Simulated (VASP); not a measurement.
# Te2Mo in VASP: a series of runs

Te2Mo is run at these levels: LDA; tasks: single point.

All numbers are computed with VASP 6.6.1; they aren't measurements. Logs are shortened: lines on timing, memory, paths and dates and some standing lists are left out, and cuts for length are marked.

### Step 1. The cell of the first run

The cell holds a slab with vacuum, 3 atoms: a = 3.560 Å, b = 3.560 Å, c = 17.349 Å, α = 90.00°, β = 90.00°, γ = 120.00°.

### Step 2. Single point, LDA (strain -0.0100 x Voigt [0, 0, 1, 0, 0, 0])

File INCAR:

```
SYSTEM = Te2Mo
ALGO = Normal ; EDIFF = 1E-6
ENCUT = 520 ; GGA = CA
ISIF = 2 ; ISMEAR = 0
LASPH = .True. ; LCHARG = .False.
LREAL = .False. ; LWAVE = .False.
NBANDS = 20 ; NELM = 60
PREC = Accurate ; SIGMA = 0.05
```

File KPOINTS:

```
k-points
0
Gamma
  9 9 2
  0 0 0
```

File POSCAR:

```
Te2Mo
1.0
    3.5602328140      0.0000000000      0.0000000000
   -1.7801164070      3.0832520603      0.0000000000
    0.0000000000      0.0000000000     17.3488172418
Te Mo
2 1
Direct
    0.3333333333      0.6666666667      0.8978554500
    0.3333333333      0.6666666667      0.1021445500
    0.0000000000      0.0000000000      0.0000000000
```

Potentials or basis: VASP PAW LDA potentials, release 64 (Te, Mo_sv).

Started as:

```sh
> cat potpaw_LDA.64/Te/POTCAR potpaw_LDA.64/Mo_sv/POTCAR > POTCAR
> mpirun -np 1 vasp_std > vasp.out
```

OUTCAR:

```text
SYSTEM = Te2Mo
   EDIFF = 1E-6
   ENCUT = 520
   GGA = CA
   ISIF = 2
   ISMEAR = 0
   LASPH = .True.
   LREAL = .False.
   NELM = 60
   PREC = Accurate

 ion  position               nearest neighbor table
   1  0.333  0.667  0.898-   3 2.71   3 2.71   3 2.71   2 3.54
   2  0.333  0.667  0.102-   3 2.71   3 2.71   3 2.71   1 3.54
   3  0.000  0.000  0.000-   1 2.71   2 2.71   1 2.71   2 2.71   1 2.71   2 2.71

  LATTYP: Found a hexagonal cell.
 ALAT       =     3.5602328140
 C/A-ratio  =     4.8729445933

  Lattice vectors:

 A1 = (   3.5602328140,   0.0000000000,   0.0000000000)
 A2 = (  -1.7801164070,   3.0832520603,   0.0000000000)
 A3 = (   0.0000000000,   0.0000000000,  17.3488172418)

Analysis of symmetry for initial positions (statically):
=====================================================================
 Subroutine PRICEL returns:
 Original cell was already a primitive cell.

 Routine SETGRP: Setting up the symmetry group for a
 hexagonal supercell.

 Subroutine GETGRP returns: Found 12 space group operations
 (whereof 12 operations were pure point group operations)
 out of a pool of 24 trial point group operations.

The static configuration has the point symmetry D_3h.

Analysis of symmetry for dynamics (positions and initial velocities):
=====================================================================
 Subroutine PRICEL returns:
 Original cell was already a primitive cell.

 Routine SETGRP: Setting up the symmetry group for a
 hexagonal supercell.

 Subroutine GETGRP returns: Found 12 space group operations
 (whereof 12 operations were pure point group operations)
 out of a pool of 24 trial point group operations.

The dynamic configuration has the point symmetry D_3h.

 Subroutine INISYM returns: Found 12 space group operations
 (whereof 12 operations are pure point group operations),
 and found     1 'primitive' translations

----------------------------------------------------------------------------------------

                                     Primitive cell

  volume of cell :     190.4396

  direct lattice vectors                    reciprocal lattice vectors
     3.560232814  0.000000000  0.000000000     0.280880508  0.162166437  0.000000000
    -1.780116407  3.083252060  0.000000000     0.000000000  0.324332873  0.000000000
[... 81 lines left out ...]
   LNONCOLLINEAR =      F non collinear calculations
   LSORBIT =      F    spin-orbit coupling
   LASPH  =      T    aspherical Exc in radial PAW
   ENCUT  =  520.0 eV  38.22 Ry    6.18 a.u.   6.62  6.62 32.26*2*pi/ulx,y,z
   NELM   =     60;   NELMIN=  2; NELMDL= -5     # of ELM steps
   EDIFF  = 0.1E-05   stopping-criterion for ELM
   LREAL  =      F    real-space projection
   EDIFFG = 0.1E-04   stopping-criterion for IOM
   NSW    =      0    number of steps for IOM
   IBRION =     -1    ionic relax: 0-MD 1-quasi-New 2-CG
   NFREE  =      0    steps in history (QN), initial steepest desc. (CG)
   ISIF   =      2    stress and relaxation
   ISYM   =      2    0-nonsym 1-usesym 2-fastsym
   POTIM  = 0.5000    time-step for ionic-motion
   TEBEG  =    0.0;   TEEND  =   0.0 temperature during run
   PSTRESS=    0.0 pullay stress
   NELECT =      26.0000    total number of electrons
   NUPDOWN=      -1.0000    fix difference up-down
   EMIN   =  10.00;   EMAX   =-10.00  energy-range for DOS
   EFERMI =   0.00;   METHOD = LEGACY
   ISMEAR =     0;   SIGMA  =   0.05  broadening in eV -4-tet -1-fermi 0-gaus
   EFERMI_NEDOS =   21; number of points for ismear=-14 and -15
   IALGO  =     38    algorithm
   IMIX   =      4    mixing-type and parameters
     AMIX     =   0.40;   BMIX     =  1.00
     AMIX_MAG =   1.60;   BMIX_MAG =  1.00
  volume/ion in A,a.u.               =      63.48       428.38
  Fermi-wavevector in a.u.,A,eV,Ry     =   0.842973  1.592987  9.668341  0.710603
  Thomas-Fermi vector in A             =   1.957765
   LORBIT       =      0    0 simple, 1 ext, 2 COOP (PROOUT), +10 PAW based schemes
   GGA     = CA    functional components
   LHFCALC =     F    Hartree Fock is set to
   AEXX    =    0.0000 exact exchange contribution
   IVDW    =     0    specifies the selected vdW correction
   LEPSILON=     F    determine dielectric tensor
   LRPA    =     F    only Hartree local field effects (RPA)
 non-spin polarized calculation
 Gauss-broadening in eV      SIGMA  =   0.05
  energy-cutoff  :      520.00
  volume of cell :      190.44
 maximum number of plane-waves:      5188
 NGX is ok and might be reduce to    28
   NGX = 13   NGY = 13   NGZ = 65

 number of electron      26.0000000 magnetization

 Free energy of the ion-electron system (eV)
  ---------------------------------------------------
  ext. energy  EPLUGINS =         0.00000000
  ---------------------------------------------------
  free energy    TOTEN  =       -20.42120543 eV

  energy without entropy =      -20.42120543  energy(sigma->0) =      -20.42120543

 E-fermi :   0.2603     XC(G=0):  -4.8636

 val. band max:       -0.1160272336   @ k =   0.3333   0.3333   0.5000
 cond. band min:       0.9076784963   @ k =   0.3333   0.3333   0.0000
 fundamental gap:      1.0237057299
 Fermi energy:         0.2603016357

 k-point     1 :       0.0000    0.0000    0.0000
  band No.  band energies     occupation
      1     -60.3916      2.00000
      2     -34.7296      2.00000
      3     -34.6289      2.00000
      4     -34.6289      2.00000
      5     -12.6760      2.00000
      6     -11.6464      2.00000
[... 541 lines left out ...]
     19       5.1148      0.00000
     20       7.2643      0.00000

------------------------ aborting loop because EDIFF is reached ----------------------------------------

  FORCE on cell =-STRESS in cart. coord.  units (eV):
  Direction    XX          YY          ZZ          XY          YZ          ZX
  --------------------------------------------------------------------------------------
  -------------------------------------------------------------------------------------
  Total       -2.0585672     -2.0585672     -0.4474078      0.0000000      0.0000000      0.0000000
  in kB      -17.3188213    -17.3188213     -3.7640624      0.0000000      0.0000000      0.0000000
  external PRESSURE =     -12.8005683 kB  Pullay stress =       0.0000000 kB

 VOLUME and BASIS-vectors are now :
 -----------------------------------------------------------------------------
  energy-cutoff  :      520.00
  volume of cell :      190.44
      direct lattice vectors                 reciprocal lattice vectors
     3.560232814  0.000000000  0.000000000     0.280880508  0.162166437  0.000000000
    -1.780116407  3.083252060  0.000000000     0.000000000  0.324332873  0.000000000
     0.000000000  0.000000000 17.348817242     0.000000000  0.000000000  0.057640817

 POSITION                                       TOTAL-FORCE (eV/Angst)
 -----------------------------------------------------------------------------------
     -0.00000      2.05550     15.57673         0.000000     -0.000000      0.122941
     -0.00000      2.05550      1.77209         0.000000     -0.000000     -0.122941
      0.00000      0.00000      0.00000        -0.000000      0.000000      0.000000
 -----------------------------------------------------------------------------------
    total drift:                                0.000000     -0.000000     -0.000000

  FREE ENERGIE OF THE ION-ELECTRON SYSTEM (eV)
  ---------------------------------------------------
  free  energy   TOTEN  =       -20.4212054250 eV

  energy  without entropy=      -20.4212054250  energy(sigma->0) =      -20.42120543
```

stdout:

```text
POSCAR found type information on POSCAR TeMo
 POSCAR found :  2 types and       3 ions
 scaLAPACK will be used
 LDA part: xc-table for (Slater(with rela. corr.)+CA(PZ))
 , standard interpolation
 POSCAR, INCAR and KPOINTS ok, starting setup
 FFT: planning ... GRIDC
 FFT: planning ... GRID_SOFT
 FFT: planning ... GRID
 WAVECAR not read
 entering main loop
```

Run time: 100 s. Hardware: 1 thread of AMD EPYC 7R13 (Zen 3), shared host; peak memory 0.26 GiB.

What came out:

* Free energy: -20.4212 eV
* Largest force: 0.123 eV/Å
* Band gap on the k mesh: 1.02 eV

Forces in eV/Å, atoms in the order of the input:
```
Te   0.000  0.000  0.123
Te   0.000  0.000 -0.123
Mo   0.000  0.000  0.000
```

Caveat: the cell differs from its parent crystal (strain -0.0100 x Voigt [0, 0, 1, 0, 0, 0]); spin-orbit coupling is left out, which moves the levels of the heavy elements.

### Step 3. Single point, LDA (strain +0.0100 x Voigt [0, 0, 1, 0, 0, 0])

File INCAR:

```
SYSTEM = Te2Mo
  ALGO = Normal
  EDIFF = 1E-6
  ENCUT = 520
  GGA = CA
  ISIF = 2
  ISMEAR = 0
  LASPH = .True.
  LCHARG = .False.
  LREAL = .False.
  LWAVE = .False.
  NBANDS = 20
  NELM = 100
  PREC = Accurate
  SIGMA = 0.05
```

KPOINTS is that of step 2.

POSCAR, as its differences from that of step 2:

```diff
@@ -4,3 +4,3 @@
    -1.7801164070      3.0832520603      0.0000000000
-    0.0000000000      0.0000000000     17.3488172418
+    0.0000000000      0.0000000000     17.6992983982
 Te Mo
```

Potentials or basis: VASP PAW LDA potentials, release 64 (Te, Mo_sv).

Started as:

```sh
> cat potpaw_LDA.64/Te/POTCAR potpaw_LDA.64/Mo_sv/POTCAR > POTCAR
> mpirun -np 1 vasp_std > vasp.out
```

It took 1.7 min on 1 thread of AMD EPYC 7R13 (Zen 3), shared host; peak memory 0.26 GiB.

Results (log left out):

```yaml
Free_energy: -20.3948 eV
Largest_force: 0.605 eV/Å
Band_gap_on_the_k_mesh: 1.06 eV
```

Forces in eV/Å, atoms in the order of the input:
```
Te   0.000  0.000  0.605
Te   0.000  0.000 -0.605
Mo   0.000  0.000  0.000
```

Levels at points of the mesh, in eV from the valence-band top:
| k point | band 10 | band 11 | band 12 | band 13 | band 14 | band 15 | band 16 | band 17 |
| --- | --- | --- | --- | --- | --- | --- | --- | --- |
| (0.00, 0.00, 0.00) | -1.63 | -0.86 | -0.86 | -0.42 | 3.03 | 3.03 | 3.30 | 3.30 |
| (0.00, 0.00, 0.50) | -1.63 | -0.86 | -0.86 | -0.42 | 3.03 | 3.03 | 3.30 | 3.30 |

Caveat: the cell differs from its parent crystal (strain +0.0100 x Voigt [0, 0, 1, 0, 0, 0]); spin-orbit coupling is left out, which moves the levels of the heavy elements.

### Step 4. Single point, LDA (strain +0.0300 x Voigt [0, 0, 1, 0, 0, 0])

File INCAR:

```
  PREC = Accurate
  ENCUT = 520
  EDIFF = 1E-7
  ISMEAR = 0
  SIGMA = 0.05
  LREAL = F
  LASPH = T
  NELM = 100
  ALGO = Normal
  ISIF = 2
  LWAVE = F
  LCHARG = T
  GGA = CA
  LELF = T
  LVHAR = T
  NBANDS = 20
```

File KPOINTS:

```
regular mesh
0
Gamma
  9 9 2
```

POSCAR, as its differences from that of step 3:

```diff
@@ -4,3 +4,3 @@
    -1.7801164070      3.0832520603      0.0000000000
-    0.0000000000      0.0000000000     17.6992983982
+    0.0000000000      0.0000000000     18.0497795546
 Te Mo
```

Started as:

```sh
> cat potpaw_LDA.64/Te/POTCAR potpaw_LDA.64/Mo_sv/POTCAR > POTCAR
> mpirun -np 1 vasp_std > vasp.out
```

Run time: 2 min. Hardware: 1 thread of AMD EPYC 7R13 (Zen 3), shared host; peak memory 0.26 GiB.

The run converged. Its results:

- Free energy: -20.3357 eV
- Largest force: 1.040 eV/Å
- Band gap on the k mesh: 1.10 eV

Forces on the atoms (eV/Å):
```
Te   0.000  0.000  1.040
Te   0.000  0.000 -1.040
Mo   0.000  0.000  0.000
```

Levels at points of the mesh, in eV from the valence-band top:
```tsv
k point	band 9	band 10	band 11	band 12	band 13	band 14	band 15	band 16	band 17	band 18
(0.00, 0.00, 0.00)	-1.53	-1.53	-0.80	-0.80	-0.51	2.97	2.97	3.20	3.20	4.23
(0.00, 0.00, 0.50)	-1.53	-1.53	-0.80	-0.80	-0.51	2.97	2.97	3.20	3.20	4.30
```

Caveat: the cell differs from its parent crystal (strain +0.0300 x Voigt [0, 0, 1, 0, 0, 0]); spin-orbit coupling is left out, which moves the levels of the heavy elements.

### Step 5. Single point, LDA (strain +0.0400 x Voigt [0, 0, 1, 0, 0, 0])

File INCAR:

```
PREC = Accurate ; ENCUT = 520
EDIFF = 1E-7 ; ISMEAR = 0
SIGMA = 0.05 ; LREAL = False
LASPH = True ; NELM = 100
ALGO = Normal ; ISIF = 2
LWAVE = False ; LCHARG = False
GGA = CA ; NBANDS = 20
```

KPOINTS is that of step 4.

POSCAR, as its differences from that of step 4:

```diff
@@ -4,3 +4,3 @@
    -1.7801164070      3.0832520603      0.0000000000
-    0.0000000000      0.0000000000     18.0497795546
+    0.0000000000      0.0000000000     18.2250201328
 Te Mo
```

Potentials or basis: VASP PAW LDA potentials, release 64 (Te, Mo_sv).

Started as:

```sh
> cat potpaw_LDA.64/Te/POTCAR potpaw_LDA.64/Mo_sv/POTCAR > POTCAR
> mpirun -np 1 vasp_std > vasp.out
```

OUTCAR:

```text
PREC = Accurate
   ENCUT = 520
   EDIFF = 1E-7
   ISMEAR = 0
   LREAL = False
   LASPH = True
   NELM = 100
   ISIF = 2
   GGA = CA

 ion  position               nearest neighbor table
   1  0.333  0.667  0.898-   3 2.77   3 2.77   3 2.77
   2  0.333  0.667  0.102-   3 2.77   3 2.77   3 2.77
   3  0.000  0.000  0.000-   1 2.77   2 2.77   1 2.77   2 2.77   1 2.77   2 2.77

  LATTYP: Found a hexagonal cell.
 ALAT       =     3.5602328140
 C/A-ratio  =     5.1190529061

  Lattice vectors:

 A1 = (   3.5602328140,   0.0000000000,   0.0000000000)
 A2 = (  -1.7801164070,   3.0832520603,   0.0000000000)
 A3 = (   0.0000000000,   0.0000000000,  18.2250201328)

Analysis of symmetry for initial positions (statically):
=====================================================================
 Subroutine PRICEL returns:
 Original cell was already a primitive cell.

 Routine SETGRP: Setting up the symmetry group for a
 hexagonal supercell.

 Subroutine GETGRP returns: Found 12 space group operations
[... 162 lines left out ...]
  ---------------------------------------------------
  free energy    TOTEN  =       -20.29478734 eV

  energy without entropy =      -20.29478734  energy(sigma->0) =      -20.29478734

 E-fermi :   0.1338     XC(G=0):  -4.6956

 val. band max:       -0.2167421464   @ k =   0.3333   0.3333   0.5000
 cond. band min:       0.8945945051   @ k =   0.3333   0.3333   0.0000
 fundamental gap:      1.1113366515
 Fermi energy:         0.1338245560

 k-point     1 :       0.0000    0.0000    0.0000
  band No.  band energies     occupation
      1     -60.6216      2.00000
      2     -34.9493      2.00000
      3     -34.8183      2.00000
      4     -34.8183      2.00000
      5     -12.6657      2.00000
      6     -11.8604      2.00000
[... 541 lines left out ...]
     19       4.7847      0.00000
     20       6.8745      0.00000

------------------------ aborting loop because EDIFF is reached ----------------------------------------

  FORCE on cell =-STRESS in cart. coord.  units (eV):
  Direction    XX          YY          ZZ          XY          YZ          ZX
  --------------------------------------------------------------------------------------
  -------------------------------------------------------------------------------------
  Total       -3.4851286     -3.4851286     -4.6315250      0.0000000      0.0000000      0.0000000
  in kB      -27.9109068    -27.9109068    -37.0919061      0.0000000      0.0000000      0.0000000
  external PRESSURE =     -30.9712399 kB  Pullay stress =       0.0000000 kB

 VOLUME and BASIS-vectors are now :
 -----------------------------------------------------------------------------
  energy-cutoff  :      520.00
  volume of cell :      200.06
      direct lattice vectors                 reciprocal lattice vectors
     3.560232814  0.000000000  0.000000000     0.280880508  0.162166437  0.000000000
    -1.780116407  3.083252060  0.000000000     0.000000000  0.324332873  0.000000000
     0.000000000  0.000000000 18.225020133     0.000000000  0.000000000  0.054869624

 POSITION                                       TOTAL-FORCE (eV/Angst)
 -----------------------------------------------------------------------------------
     -0.00000      2.05550     16.36343        -0.000000     -0.000000      1.241134
     -0.00000      2.05550      1.86159        -0.000000     -0.000000     -1.241134
      0.00000      0.00000      0.00000         0.000000      0.000000      0.000000
 -----------------------------------------------------------------------------------
    total drift:                                0.000000     -0.000000     -0.000000

  FREE ENERGIE OF THE ION-ELECTRON SYSTEM (eV)
  ---------------------------------------------------
  free  energy   TOTEN  =       -20.2947873431 eV

  energy  without entropy=      -20.2947873431  energy(sigma->0) =      -20.29478734
```

stdout:

```text
POSCAR found type information on POSCAR TeMo
 POSCAR found :  2 types and       3 ions
 scaLAPACK will be used
 LDA part: xc-table for (Slater(with rela. corr.)+CA(PZ))
 , standard interpolation
 POSCAR, INCAR and KPOINTS ok, starting setup
 FFT: planning ... GRIDC
 FFT: planning ... GRID_SOFT
 FFT: planning ... GRID
 WAVECAR not read
 entering main loop
```

Wall time 1.9 min (1 thread of AMD EPYC 7R13 (Zen 3), shared host); peak memory 0.27 GiB.

Results:

```
Free energy            : -20.2948 eV
Largest force          : 1.241 eV/Å
Band gap on the k mesh : 1.11 eV
```

Forces on the atoms (eV/Å):
```
Te   0.000  0.000  1.241
Te   0.000  0.000 -1.241
Mo   0.000  0.000  0.000
```

Caveat: the cell differs from its parent crystal (strain +0.0400 x Voigt [0, 0, 1, 0, 0, 0]); spin-orbit coupling is left out, which moves the levels of the heavy elements.

### Step 6. The runs side by side

```tsv
cell	gap on the mesh (eV)	largest force (eV/Å)
a = 3.560, b = 3.560, c = 17.349 Å, angles 90.0, 90.0, 120.0°, 3 atoms	1.02	0.12
a = 3.560, b = 3.560, c = 17.699 Å, angles 90.0, 90.0, 120.0°, 3 atoms	1.06	0.60
a = 3.560, b = 3.560, c = 18.050 Å, angles 90.0, 90.0, 120.0°, 3 atoms	1.10	1.04
a = 3.560, b = 3.560, c = 18.225 Å, angles 90.0, 90.0, 120.0°, 3 atoms	1.11	1.24
```

Alike in all rows: task single point; level LDA; potentials or basis VASP PAW LDA potentials, release 64 (Te, Mo_sv); no spin polarisation; k mesh 9 × 9 × 2; cutoff (eV) 520; smearing gaussian 0.05 eV.

Caveats: spin-orbit coupling is left out, which moves the levels of the heavy elements.

Absolute energies hang on the potentials; compare differences alone.
